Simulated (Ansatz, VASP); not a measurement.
**One calculation of FeNi3, two programs**

File INCAR:

```
ALGO = Normal
EDIFF = 1E-6
ENCUT = 520
GGA = CA
ISIF = 2
ISMEAR = -1
ISPIN = 2
LASPH = T
LCHARG = F
LMAXMIX = 4
LORBIT = 11
LREAL = F
LWAVE = F
MAGMOM = 2.7 0.7 0.7 0.7
NBANDS = 31
NELM = 150
PREC = Accurate
SIGMA = 0.08
```

File KPOINTS:

```
k-points
0
Gamma
  10 10 10
```

POSCAR

```
FeNi3
1.0
    3.4477303903      0.0000000000      0.0000000000
    0.0000000000      3.4477303903      0.0000000000
    0.0000000000      0.0000000000      3.4477303903
Fe Ni
1 3
Direct
    0.0000000000      0.0000000000      0.0000000000
    0.0000000000      0.5000000000      0.5000000000
    0.5000000000      0.0000000000      0.5000000000
    0.5000000000      0.5000000000      0.0000000000
```

Input for Ansatz:

```yaml
crystal:
  lattice:
    - [3.44773039034, 0.0, 0.0]
    - [0.0, 3.44773039034, 0.0]
    - [0.0, 0.0, 3.44773039034]
  atoms:
    - { symbol: Fe, position: [0.0, 0.0, 0.0], spin: 2.7 }
    - { symbol: Ni, position: [0.0, 0.5, 0.5], spin: 0.7 }
    - { symbol: Ni, position: [0.5, 0.0, 0.5], spin: 0.7 }
    - { symbol: Ni, position: [0.5, 0.5, 0.0], spin: 0.7 }
magnetization:
  spin_polarized: true
kpoints:
  mp_grid: { grid: [10, 10, 10] }
scf:
  occupations: { method: fermi_dirac, width: 0.08 }
hamiltonian:
  xc: lda
  pseudopotentials: { kind: paw }
output:
  forces: true
  stress: true
  eigenvalues: true
  eigenstates:
    nscf_kmesh: { grid: [12, 12, 12] }
    de_dk: true
    e_range: [-14, 14]
  optics:
    e_range: [0, 20]
    de: 0.2
    sigma: 0.2
    bands: { spectra_wanted_up_to: 20 }
    nscf_kmesh: { grid: [12, 12, 12] }
    drude_damping: 0.2
checkpoint:
  write: ck
  write_wavefunctions: false
```

Alike in both runs: task single point; functional LDA; k mesh 10 × 10 × 10; occupations fermi-dirac, width 0.08 eV; collinear spin.

```csv
,VASP,Ansatz
version,VASP 6.6.1,Ansatz 0.2.0
potentials or method,"VASP PAW LDA potentials, release 64 (Fe, Ni)","PAW with Ansatz's default frozen-core files, scalar-relativistic"
plane-wave cutoff (eV),520,420
valence electrons in the cell,38,70
```

```tsv
	VASP	Ansatz	Ansatz less VASP
pressure (GPa)	-0.3	0.0	+0.25
net moment per atom (μB)	1.13	1.15	+0.017
size of the moment on the site where the two differ most (μB)	0.60	0.65	+0.050
```

LDA's correlation is that of Perdew and Zunger in VASP and of Perdew and Wang (1992) in Ansatz. Site moments also hang on the region over which each program counts them. VASP's potentials hold 38 valence electrons a cell and Ansatz's 70, so a difference there can come from the potentials and not from the codes. Ansatz's warnings: optics on partly filled bands.
